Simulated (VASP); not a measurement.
Write the native input for VASP 6.6.1 that does the following.

```
Task                   : single point
Functional             : BLYP
Potentials or basis    : VASP PAW PBE potentials, release 64 (Be)
Cutoff                 : 520 eV
k mesh                 : 16 × 16 × 16
Occupations            : fermi-dirac, width 0.1 eV
Spin                   : no spin polarisation
Dipole correction      : no
Further INCAR settings : ALGO = Normal; EDIFF = 1e-07; NBANDS = 7
```

The structure of Be lies in POSCAR:

```
Be
1.0
    2.2750328676      0.0000000000      0.0000000000
    0.0000000000      2.2750328676      0.0000000000
    0.0000000000      0.0000000000      2.2750328676
Be
1
Direct
    0.0000000000      0.0000000000      0.0000000000
```

This cell differs from its parent crystal: volume scaled by 1.12.

One way to write it, as run:

INCAR

```
  PREC = Accurate
  ENCUT = 520
  EDIFF = 1E-7
  ISMEAR = -1
  SIGMA = 0.1
  LREAL = False
  LASPH = True
  NELM = 100
  ALGO = Normal
  ISIF = 2
  LWAVE = False
  LCHARG = True
  GGA = B5
  ALDAX = 1.0
  AGGAX = 1.0
  AGGAC = 1.0
  ALDAC = 0.0
  LELF = True
  LVHAR = True
  NBANDS = 7
```

KPOINTS

```
regular mesh
0
Gamma
  16 16 16
```

Potentials or basis: VASP PAW PBE potentials, release 64 (Be).

The run is started by

```bash
$ cat potpaw_PBE.64/Be/POTCAR > POTCAR
$ mpirun -np 1 vasp_std > vasp.out
```

It gave:

```json
{
 "Pressure": "-6.2 GPa",
 "Band gap on the k mesh": "zero (band 1 reaches 8.87 eV, above the bottom of band 2 at 2.29 eV)"
}
```

Caveat: the PAW data sets were made with another functional, which shifts forces and pressure a little.

It took 20 s on 1 thread of Intel Xeon 8259CL (shared host), peak memory 0.12 GiB.
